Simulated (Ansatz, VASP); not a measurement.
# SiC in VASP and in Ansatz

The input INCAR:

```
SYSTEM = SiC
PREC     = Accurate       ! precision mode
ENCUT    = 520            ! plane-wave cutoff, eV
EDIFF    = 1E-7           ! SCF threshold, eV
ISMEAR   = -1             ! smearing method
SIGMA    = 0.08           ! smearing width, eV
LREAL    = .FALSE.        ! projectors in reciprocal space
LASPH    = .TRUE.         ! aspherical terms in the spheres
NELM     = 100            ! most SCF steps
ALGO     = Normal         ! electronic algorithm
ISIF     = 2              ! what is computed and relaxed
LWAVE    = .FALSE.        ! write WAVECAR
LCHARG   = .FALSE.        ! write CHGCAR
GGA      = PE             ! functional
NBANDS   = 16             ! bands
```

Contents of KPOINTS:

```
Automatic mesh
0
G
  15 15 8
  0 0 0
```

The input POSCAR:

```
SiC
1.0
    3.1682781526      0.0000000000      0.0000000000
   -1.5841390763      2.7438093665      0.0000000000
    0.0000000000      0.0000000000      5.0480000000
Si C
2 2
Direct
    0.3333333333      0.6666666667      0.0000000000
    0.6666666667      0.3333333333      0.5000000000
    0.3333333333      0.6666666667      0.3850000000
    0.6666666667      0.3333333333      0.8850000000
```

Input for Ansatz:

```yaml
crystal:
  lattice:
    - [3.1682781526, 0.0, 0.0]
    - [-1.5841390763, 2.7438093665, 0.0]
    - [0.0, 0.0, 5.048]
  atoms:
    - { symbol: Si, position: [0.3333333333, 0.6666666667, 0.0] }
    - { symbol: Si, position: [0.6666666667, 0.3333333333, 0.5] }
    - { symbol: C, position: [0.3333333333, 0.6666666667, 0.385] }
    - { symbol: C, position: [0.6666666667, 0.3333333333, 0.885] }
kpoints:
  mp_grid: { grid: [15, 15, 8] }
  band_path:
    path:
      - [0.0, 0.0, 0.0]
      - [0.5, 0.0, 0.0]
      - [0.3333333333, 0.3333333333, 0.0]
      - [0.0, 0.0, 0.0]
      - [0.0, 0.0, 0.5]
      - [0.5, 0.0, 0.5]
      - [0.3333333333, 0.3333333333, 0.5]
      - [0.0, 0.0, 0.5]
      - [0.5, 0.0, 0.5]
    npoints: 5
scf:
  occupations: { method: fermi_dirac, width: 0.08 }
hamiltonian:
  xc: pbe
  pseudopotentials: { kind: all_electron, lapw: { basis_error: 0.001 } }
output:
  forces: true
  stress: true
  eigenvalues: true
```

Change from the starting cell: equal xx and yy strain of +3 %.

Alike in both runs: task single point; functional PBE; k mesh 15 × 15 × 8; occupations fermi-dirac, width 0.08 eV; no spin polarisation.

```csv
,VASP,Ansatz
version,VASP 6.6.1,Ansatz 0.2.0
potentials or method,"VASP PAW PBE potentials, release 64 (Si, C), cutoff 520 eV","all-electron LAPW, scalar-relativistic"
```

Ansatz gave:

* pressure (GPa): -8.6
* traceless stress, the component that is largest in VASP (GPa): 7.05
* rms of the force components (eV/Å): 0.289

Problem. What did VASP give for the same quantities?

Solution. Pressure (GPa): -8.7; traceless stress, the component that is largest in VASP (GPa): 7.11; rms of the force components (eV/Å): 0.290.

Atom by atom the forces differ by 0.000 eV/Å (rms over components). Ansatz ran all-electron here, and VASP with PAW potentials.
